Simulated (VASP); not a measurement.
# ScAs6: single point with PBE

ScAs6:

```
Sc As
1.0
     2.55855   -5.45686    0.00000
     2.55855    5.45686    0.00000
     0.00000    0.00000    3.63653
Sc As
1 6
Direct
  0.50000 0.50000 0.00000
  0.10192 0.32163 0.50000
  0.89808 0.67837 0.50000
  0.32163 0.10192 0.50000
  0.67837 0.89808 0.50000
  0.00000 0.50000 0.00000
  0.50000 0.00000 0.00000
```

The cell was generated, and may not be a known phase.

- Program: VASP 6.6.1
- Task: single point
- Functional: PBE
- Potentials or basis: VASP PAW PBE potentials, release 64 (Sc_sv, As)
- Cutoff: 520 eV
- k mesh: 4 × 4 × 6
- Occupations: gaussian, width 0.1 eV
- Spin: no spin polarisation

```
Pressure               : 66.0 GPa
Largest force          : 3.097 eV/Å
Band gap on the k mesh : zero (an odd number of electrons rules out a gap without spin polarisation)
```

Forces in eV/Å, atoms in the order of the input:
```
Sc   0.000  0.000  0.000
As   2.970 -0.879  0.000
As  -2.970  0.879  0.000
As   2.970  0.879  0.000
As  -2.970 -0.879  0.000
As   0.000  0.000  0.000
As   0.000  0.000  0.000
```

Stress tensor (GPa, compression positive):
```
67.19  0.00  0.00
 0.00 71.94  0.00
 0.00  0.00 58.92
```

Levels at points of the mesh, in eV from the Fermi level:
| k point | band 18 | band 19 | band 20 | band 21 | band 22 | band 23 |
| --- | --- | --- | --- | --- | --- | --- |
| (0.00, 0.00, 0.00) | -3.21 | -2.44 | -1.25 | -0.03 | 0.08 | 0.52 |
| (0.50, 0.00, 0.00) | -2.34 | -1.79 | -1.72 | -1.47 | -0.30 | 0.50 |
| (0.50, 0.50, 0.00) | -1.92 | -1.47 | -0.25 | 0.50 | 0.87 | 0.91 |
| (0.00, 0.00, 0.50) | -1.79 | -0.16 | -0.06 | 0.08 | 1.59 | 2.25 |
| (0.50, 0.00, 0.50) | -1.88 | -1.25 | -0.95 | -0.71 | 0.02 | 0.48 |
| (0.50, 0.50, 0.50) | -4.54 | -1.38 | -1.20 | -0.42 | 1.38 | 2.23 |

Run time: 2.9 min on 1 thread of Oxide Virtual Turin-like Processor, on a shared host, peak memory 0.23 GiB.

Caveat: the stress differs along the axes, from 59 to 72 GPa; an odd number of electrons without spin polarisation forces a metal; a magnetic or distorted state may lie lower.
